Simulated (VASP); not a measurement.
# BAs (P6_3/mmc) in VASP: settings compared, part 2 of 2

VASP 6.6.1.

### 3 Single point, PBE

Input file INCAR:

```
PREC = Accurate ; ENCUT = 520
EDIFF = 1E-6 ; ISMEAR = 0
SIGMA = 0.01 ; LREAL = False
LASPH = True ; NELM = 60
ALGO = Normal ; ISIF = 2
LWAVE = False ; LCHARG = True
GGA = PE ; LELF = True
LVHAR = True ; NBANDS = 16
```

Input file KPOINTS:

```
regular mesh
0
Gamma
  9 9 2
```

Input file POSCAR:

```
BAs
1.0
    3.3658574568      0.0000000000      0.0000000000
   -1.6829287284      2.9149180631      0.0000000000
    0.0000000000      0.0000000000      8.7445975206
B As
2 2
Direct
    0.3333333333      0.6666666667      0.2500000000
    0.6666666667      0.3333333333      0.7500000000
    0.6666666667      0.3333333333      0.2500000000
    0.3333333333      0.6666666667      0.7500000000
```

Potentials or basis: VASP PAW PBE potentials, release 64 (B, As).

Started as:

```sh
> cat potpaw_PBE.64/B/POTCAR potpaw_PBE.64/As/POTCAR > POTCAR
> mpirun -np 1 vasp_std > vasp.out
```

OUTCAR:

```text
PREC = Accurate
   ENCUT = 520
   EDIFF = 1E-6
   ISMEAR = 0
   LREAL = False
   LASPH = True
   NELM = 60
   ISIF = 2
   GGA = PE

 ion  position               nearest neighbor table
   1  0.333  0.667  0.250-   3 1.94   3 1.94   3 1.94
   2  0.667  0.333  0.750-   4 1.94   4 1.94   4 1.94
   3  0.667  0.333  0.250-   1 1.94   1 1.94   1 1.94
   4  0.333  0.667  0.750-   2 1.94   2 1.94   2 1.94

  LATTYP: Found a hexagonal cell.
 ALAT       =     3.3658574568
 C/A-ratio  =     2.5980296649

  Lattice vectors:

 A1 = (   3.3658574568,   0.0000000000,   0.0000000000)
 A2 = (  -1.6829287284,   2.9149180631,   0.0000000000)
 A3 = (   0.0000000000,   0.0000000000,   8.7445975206)

Analysis of symmetry for initial positions (statically):
=====================================================================
 Subroutine PRICEL returns:
 Original cell was already a primitive cell.

 Routine SETGRP: Setting up the symmetry group for a
 hexagonal supercell.

 Subroutine GETGRP returns: Found 24 space group operations
 (whereof 12 operations were pure point group operations)
 out of a pool of 24 trial point group operations.

The static configuration has the point symmetry D_3d.
 The point group associated with its full space group is D_6h.

Analysis of symmetry for dynamics (positions and initial velocities):
=====================================================================
 Subroutine PRICEL returns:
 Original cell was already a primitive cell.

 Routine SETGRP: Setting up the symmetry group for a
 hexagonal supercell.

 Subroutine GETGRP returns: Found 24 space group operations
 (whereof 12 operations were pure point group operations)
 out of a pool of 24 trial point group operations.

The dynamic configuration has the point symmetry D_3d.
 The point group associated with its full space group is D_6h.

 Subroutine INISYM returns: Found 24 space group operations
 (whereof 12 operations are pure point group operations),
 and found     1 'primitive' translations

----------------------------------------------------------------------------------------

                                     Primitive cell

  volume of cell :      85.7950

  direct lattice vectors                    reciprocal lattice vectors
     3.365857457  0.000000000  0.000000000     0.297101114  0.171531408  0.000000000
    -1.682928728  2.914918063  0.000000000     0.000000000  0.343062816  0.000000000
     0.000000000  0.000000000  8.744597521     0.000000000  0.000000000  0.114356321

  length of vectors
     3.365857457  3.365857457  8.744597521     0.343062816  0.343062816  0.114356321

  position of ions in fractional coordinates (direct lattice)
     0.333333333  0.666666667  0.250000000
     0.666666667  0.333333333  0.750000000
     0.666666667  0.333333333  0.250000000
     0.333333333  0.666666667  0.750000000

  ion indices of the primitive-cell ions
   primitive index   ion index
                 1           1
                 2           2
                 3           3
                 4           4

----------------------------------------------------------------------------------------

 KPOINTS: regular mesh
[... 22 lines left out ...]

 Following reciprocal coordinates:
            Coordinates               Weight
  0.000000  0.000000  0.000000      1.000000
  0.111111  0.000000  0.000000      6.000000
  0.222222  0.000000  0.000000      6.000000
  0.333333  0.000000  0.000000      6.000000
  0.444444  0.000000  0.000000      6.000000
  0.111111  0.111111  0.000000      6.000000
[... 16 lines left out ...]
  0.333333  0.222222  0.500000     12.000000
  0.333333  0.333333  0.500000      2.000000
   k-points           NKPTS =     24   k-points in BZ     NKDIM =     24   number of bands    NBANDS=     16
   number of dos      NEDOS =    301   number of ions     NIONS =      4
   total plane-waves  NPLWV =  54880
   dimension x,y,z NGX =    28 NGY =   28 NGZ =   70
   dimension x,y,z NGXF=    56 NGYF=   56 NGZF=  140
   ions per type =               2   2
   NGX,Y,Z   is equivalent  to a cutoff of  13.83, 13.83, 13.31 a.u.
   NGXF,Y,Z  is equivalent  to a cutoff of  27.66, 27.66, 26.62 a.u.
 SYSTEM =  unknown system
   PREC   = accura    normal or accurate (medium, high low for compatibility)
   ISTART =      0    job   : 0-new  1-cont  2-samecut
   ICHARG =      2    charge: 1-file 2-atom 10-const
   ISPIN  =      1    spin polarized calculation?
   LNONCOLLINEAR =      F non collinear calculations
   LSORBIT =      F    spin-orbit coupling
   LASPH  =      T    aspherical Exc in radial PAW
   ENCUT  =  520.0 eV  38.22 Ry    6.18 a.u.   6.26  6.26 16.26*2*pi/ulx,y,z
   NELM   =     60;   NELMIN=  2; NELMDL= -5     # of ELM steps
   EDIFF  = 0.1E-05   stopping-criterion for ELM
   LREAL  =      F    real-space projection
   EDIFFG = 0.1E-04   stopping-criterion for IOM
   NSW    =      0    number of steps for IOM
   IBRION =     -1    ionic relax: 0-MD 1-quasi-New 2-CG
   NFREE  =      0    steps in history (QN), initial steepest desc. (CG)
   ISIF   =      2    stress and relaxation
   ISYM   =      2    0-nonsym 1-usesym 2-fastsym
   POTIM  = 0.5000    time-step for ionic-motion
   TEBEG  =    0.0;   TEEND  =   0.0 temperature during run
   PSTRESS=    0.0 pullay stress
   NELECT =      16.0000    total number of electrons
   NUPDOWN=      -1.0000    fix difference up-down
   EMIN   =  10.00;   EMAX   =-10.00  energy-range for DOS
   EFERMI =   0.00;   METHOD = LEGACY
   ISMEAR =     0;   SIGMA  =   0.01  broadening in eV -4-tet -1-fermi 0-gaus
   EFERMI_NEDOS =   21; number of points for ismear=-14 and -15
   IALGO  =     38    algorithm
   IMIX   =      4    mixing-type and parameters
     AMIX     =   0.40;   BMIX     =  1.00
     AMIX_MAG =   1.60;   BMIX_MAG =  1.00
  volume/ion in A,a.u.               =      21.45       144.74
  Fermi-wavevector in a.u.,A,eV,Ry     =   0.935321  1.767501 11.902731  0.874826
  Thomas-Fermi vector in A             =   2.062217
   LORBIT       =      0    0 simple, 1 ext, 2 COOP (PROOUT), +10 PAW based schemes
   GGA     = PE    functional components
   LHFCALC =     F    Hartree Fock is set to
   AEXX    =    0.0000 exact exchange contribution
   IVDW    =     0    specifies the selected vdW correction
   LEPSILON=     F    determine dielectric tensor
   LRPA    =     F    only Hartree local field effects (RPA)
 non-spin polarized calculation
 Gauss-broadening in eV      SIGMA  =   0.01
  energy-cutoff  :      520.00
  volume of cell :       85.79
 maximum number of plane-waves:      2348
 NGX is ok and might be reduce to    28
   NGX = 13   NGY = 13   NGZ = 33

 number of electron      16.0000000 magnetization

 Free energy of the ion-electron system (eV)
  ---------------------------------------------------
  ext. energy  EPLUGINS =         0.00000000
  ---------------------------------------------------
  free energy    TOTEN  =       -21.26140114 eV

  energy without entropy =      -21.26140114  energy(sigma->0) =      -21.26140114

 E-fermi :   1.9217     XC(G=0):  -8.1572

 val. band max:        1.8630087897   @ k =   0.3333   0.3333   0.5000
 cond. band min:       2.5810924256   @ k =   0.3333   0.3333   0.5000
 fundamental gap:      0.7180836359
 Fermi energy:         1.9216650204

 k-point     1 :       0.0000    0.0000    0.0000
  band No.  band energies     occupation
      1     -12.0713      2.00000
      2     -11.9675      2.00000
      3      -2.6583      2.00000
      4      -1.5048      2.00000
      5       0.3497      2.00000
      6       0.3497      2.00000
[... 433 lines left out ...]
      3      -6.0571      2.00000
      4      -6.0571      2.00000
      5      -4.1764      2.00000
      6      -4.1764      2.00000
[... 8 lines left out ...]
     15      11.0079      0.00000
     16      11.0079      0.00000

------------------------ aborting loop because EDIFF is reached ----------------------------------------

  FORCE on cell =-STRESS in cart. coord.  units (eV):
  Direction    XX          YY          ZZ          XY          YZ          ZX
  --------------------------------------------------------------------------------------
  -------------------------------------------------------------------------------------
  Total        1.4746413      1.4746413      0.3512906      0.0000000      0.0000000      0.0000000
  in kB       27.5381693     27.5381693      6.5601711      0.0000000      0.0000000      0.0000000
  external PRESSURE =      20.5455032 kB  Pullay stress =       0.0000000 kB

 VOLUME and BASIS-vectors are now :
 -----------------------------------------------------------------------------
  energy-cutoff  :      520.00
  volume of cell :       85.79
      direct lattice vectors                 reciprocal lattice vectors
     3.365857457  0.000000000  0.000000000     0.297101114  0.171531408  0.000000000
    -1.682928728  2.914918063  0.000000000     0.000000000  0.343062816  0.000000000
     0.000000000  0.000000000  8.744597521     0.000000000  0.000000000  0.114356321

 POSITION                                       TOTAL-FORCE (eV/Angst)
 -----------------------------------------------------------------------------------
     -0.00000      1.94328      2.18615        -0.000000      0.000000     -0.000000
      1.68293      0.97164      6.55845         0.000000     -0.000000      0.000000
      1.68293      0.97164      2.18615         0.000000     -0.000000      0.000000
     -0.00000      1.94328      6.55845        -0.000000      0.000000      0.000000
 -----------------------------------------------------------------------------------
    total drift:                               -0.000000      0.000000      0.000000

  FREE ENERGIE OF THE ION-ELECTRON SYSTEM (eV)
  ---------------------------------------------------
  free  energy   TOTEN  =       -21.2614011352 eV

  energy  without entropy=      -21.2614011352  energy(sigma->0) =      -21.26140114
```

It used 92 s of CPU time on 1 thread of AMD EPYC 7R13 Processor (Zen 3), on a shared host.

What came out:

| Item | Value |
| --- | --- |
| Free energy | -21.2614 eV |
| Pressure | 2.1 GPa |
| Band gap on the k mesh | 0.72 eV |

Stress tensor (GPa, compression positive):
```
2.75 0.00 0.00
0.00 2.75 0.00
0.00 0.00 0.66
```

Caveat: an odd mesh through Γ misses points on the zone boundary, where band edges can lie; this functional lacks dispersion, which binds the layers, so the pressure and a relaxed spacing across them are unreliable.

### 4 Single point, r2SCAN

POSCAR is that of step 3.

Input file INCAR.step1:

```
SYSTEM = BAs
PREC = Accurate ; ENCUT = 520
ISMEAR = 0 ; SIGMA = 0.01
LREAL = .False. ; LASPH = .True.
NELM = 80 ; NBANDS = 16
GGA = PE ; ALGO = Normal
EDIFF = 1E-4 ; LWAVE = .True.
LCHARG = .False.
```

Input file INCAR.step2:

```
SYSTEM = BAs
PREC = Accurate ; ENCUT = 520
EDIFF = 1E-6 ; ISMEAR = 0
SIGMA = 0.01 ; LREAL = .False.
LASPH = .True. ; NELM = 80
ALGO = Normal ; ISIF = 2
LWAVE = .False. ; LCHARG = .True.
METAGGA = R2SCAN ; LMIXTAU = .True.
LELF = .True. ; LVHAR = .True.
NBANDS = 16 ; ISTART = 1
```

Input file KPOINTS:

```
Automatic mesh
0
Gamma
  9 9 2
  0 0 0
```

Started as:

```sh
> cat potpaw_PBE.64/B/POTCAR potpaw_PBE.64/As/POTCAR > POTCAR
> cp INCAR.step1 INCAR
> mpirun -np 1 vasp_std > vasp.out
> cp INCAR.step2 INCAR
> mpirun -np 1 vasp_std > vasp.out
```

It used 320 s of CPU time on 1 thread of AMD EPYC 7R13 Processor (Zen 3) (shared host).

The run converged. Its results:

| Item | Value |
| --- | --- |
| Free energy | -42.8928 eV |
| Pressure | 0.2 GPa |
| Band gap on the k mesh | 0.95 eV |

Stress tensor (GPa, compression positive):
```
 0.36  0.00  0.00
 0.00  0.36  0.00
 0.00  0.00 -0.05
```

Levels at points of the mesh, in eV from the valence-band top:
| k point | band 5 | band 6 | band 7 | band 8 | band 9 | band 10 | band 11 | band 12 |
| --- | --- | --- | --- | --- | --- | --- | --- | --- |
| (0.00, 0.00, 0.00) | -1.56 | -1.56 | -1.53 | -1.53 | 3.58 | 4.33 | 4.59 | 5.15 |
| (0.00, 0.00, 0.50) | -1.54 | -1.54 | -1.54 | -1.54 | 4.39 | 4.39 | 5.20 | 5.20 |

Caveat: the PAW data sets were made with another functional, which shifts forces and pressure a little; an odd mesh through Γ misses points on the zone boundary, where band edges can lie.

### 5 Single point, HSE06

POSCAR is that of step 4.

Input file INCAR.step1:

```
SYSTEM = BAs
PREC     = Accurate       ! precision mode
ENCUT    = 520            ! plane-wave cutoff, eV
EDIFF    = 1E-5           ! SCF threshold, eV
ISMEAR   = 0              ! smearing method
SIGMA    = 0.01           ! smearing width, eV
LREAL    = .FALSE.        ! projectors in reciprocal space
LASPH    = .TRUE.         ! aspherical terms in the spheres
NELM     = 100            ! most SCF steps
ALGO     = Normal         ! electronic algorithm
ISIF     = 2              ! what is computed and relaxed
LWAVE    = .TRUE.         ! write WAVECAR
GGA      = PE             ! functional
NBANDS   = 16             ! bands
```

Input file INCAR.step2:

```
SYSTEM = BAs
PREC     = Accurate       ! precision mode
ENCUT    = 520            ! plane-wave cutoff, eV
EDIFF    = 1E-6           ! SCF threshold, eV
ISMEAR   = 0              ! smearing method
SIGMA    = 0.01           ! smearing width, eV
LREAL    = .FALSE.        ! projectors in reciprocal space
LASPH    = .TRUE.         ! aspherical terms in the spheres
NELM     = 100            ! most SCF steps
ALGO     = Normal         ! electronic algorithm
ISIF     = 2              ! what is computed and relaxed
LWAVE    = .FALSE.        ! write WAVECAR
LCHARG   = .TRUE.         ! write CHGCAR
GGA      = PE             ! functional
LHFCALC  = .TRUE.         ! exact exchange
HFSCREEN = 0.2079         ! screening, 1/A
PRECFOCK = Normal       
LELF     = .TRUE.         ! ELF
LVHAR    = .TRUE.       
ISTART   = 1            
NBANDS   = 16             ! bands
```

Input file KPOINTS:

```
Automatic mesh
0
G
  6 6 2
  0 0 0
```

Started as:

```sh
> cat potpaw_PBE.64/B/POTCAR potpaw_PBE.64/As/POTCAR > POTCAR
> cp INCAR.step1 INCAR
> mpirun -np 1 vasp_std > vasp.out
> cp INCAR.step2 INCAR
> mpirun -np 1 vasp_std > vasp.out
```

Wall time 46 min (1 thread of AMD EPYC 7R13 (Zen 3), shared host); peak memory 0.31 GiB.

The run converged. Its results:

```yaml
Free_energy: -24.7290 eV
Pressure: -0.1 GPa
Band_gap_on_the_k_mesh: 1.14 eV
```

Stress tensor (GPa, compression positive):
```
-0.36  0.00  0.00
 0.00 -0.36  0.00
 0.00  0.00  0.34
```

Levels at points of the mesh, in eV from the valence-band top:
```
           k point  band 4  band 5  band 6  band 7  band 8  band 9  band 10  band 11  band 12  band 13
(0.00, 0.00, 0.00)   -3.87   -1.89   -1.89   -1.86   -1.86    3.80     4.81     5.04     5.62     5.62
(0.50, 0.00, 0.00)   -9.30   -4.16   -4.12   -1.66   -0.67    1.37     2.58     3.14     3.34     7.68
(0.00, 0.00, 0.50)   -4.57   -1.88   -1.88   -1.88   -1.88    4.87     4.87     5.67     5.67     5.67
(0.50, 0.00, 0.50)   -9.33   -4.14   -4.14   -1.20   -1.20    1.88     1.88     3.24     3.24     8.79
```

Caveat: the PAW data sets were made with another functional, which shifts forces and pressure a little; this functional lacks dispersion, which binds the layers, so the pressure and a relaxed spacing across them are unreliable.

### 6 Summary

```csv
level,k mesh,grid for exact exchange (PRECFOCK),share of exact exchange,screening parameter,gap on the mesh (eV),pressure (GPa)
PBE,9 × 9 × 2,-,-,-,0.72,2.1
r2SCAN,9 × 9 × 2,-,-,-,0.95,0.2
HSE06,6 × 6 × 2,Normal,0.25,0.2079 1/Å,1.14,-0.1
```

Alike in all rows: task single point; potentials or basis VASP PAW PBE potentials, release 64 (B, As); no spin polarisation; cell as given; cutoff (eV) 520; smearing gaussian 0.01 eV.

On the cell as given the gap runs from 0.72 eV (PBE) to 1.14 eV (HSE06); the meshes differ, which moves gaps too. The pressure there spans -0.1 GPa (HSE06) to 2.1 GPa (PBE); a positive pressure means that this level wants a larger cell, a negative one a smaller.

Caveats: an odd mesh through Γ misses points on the zone boundary, where band edges can lie (at least some runs); this functional lacks dispersion, which binds the layers, so the pressure and a relaxed spacing across them are unreliable (at least some runs); the PAW data sets were made with another functional, which shifts forces and pressure a little (at least some runs).

Total energies depend on the potentials used, so only differences within one code and one set of settings carry meaning.
